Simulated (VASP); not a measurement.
Write the native input for VASP 6.6.1 that does the following.

* Task: single point
* Functional: r2SCAN
* Potentials or basis: VASP PAW PBE potentials, release 64 (Ga_d)
* Cutoff: 520 eV
* k mesh: 10 × 10 × 8
* Occupations: fermi-dirac, width 0.05 eV
* Spin: no spin polarisation
* Dipole correction: no
* Further INCAR settings: ALGO = Normal; EDIFF = 1e-06; NBANDS = 20

Ga:

```xyz
2
Lattice="1.3643 -3.9721 0.0000 1.3643 3.9721 0.0000 -0.1159 0.0000 3.2849" Properties=species:S:1:pos:R:3 pbc="T T T"
Ga    1.2774    2.9314    2.4637
Ga    1.3353   -2.9314    0.8212
```

One way to write it, as run:

POSCAR

```
Ga
1.0
    1.3643085195     -3.9720811669      0.0000000000
    1.3643085195      3.9720811669      0.0000000000
   -0.1158601719      0.0000000000      3.2849248782
Ga
2
Direct
    0.1310000000      0.8690000000      0.7500000000
    0.8690000000      0.1310000000      0.2500000000
```

INCAR.step1

```
SYSTEM = Ga
PREC = Accurate
ENCUT = 520
ISMEAR = -1
SIGMA = 0.05
LREAL = .FALSE.
LASPH = .TRUE.
NELM = 80
NBANDS = 20
GGA = PE
ALGO = Normal
EDIFF = 1E-4
LWAVE = .TRUE.
LCHARG = .FALSE.
```

INCAR.step2

```
SYSTEM = Ga
PREC = Accurate
ENCUT = 520
EDIFF = 1E-6
ISMEAR = -1
SIGMA = 0.05
LREAL = .FALSE.
LASPH = .TRUE.
NELM = 80
ALGO = Normal
ISIF = 2
LWAVE = .FALSE.
LCHARG = .FALSE.
METAGGA = R2SCAN
LMIXTAU = .TRUE.
NBANDS = 20
ISTART = 1
```

KPOINTS

```
regular mesh
0
G
  10 10 8
  0 0 0
```

Potentials or basis: VASP PAW PBE potentials, release 64 (Ga_d).

Command:

```console
$ cat potpaw_PBE.64/Ga_d/POTCAR > POTCAR
$ cp INCAR.step1 INCAR
$ mpirun -np 1 vasp_std > vasp.out
$ cp INCAR.step2 INCAR
$ mpirun -np 1 vasp_std > vasp.out
```

It gave:

```yaml
Pressure: 1.1 GPa
Largest_force: 0.237 eV/Å
Band_gap_on_the_k_mesh: zero (bands 13 and 14 overlap by 9.08 eV)
```

Caveat: the PAW data sets were made with another functional, which shifts forces and pressure a little.

Run time: 8.5 min on 1 thread of Intel Xeon 8259CL, with other jobs on the host, peak memory 0.27 GiB.
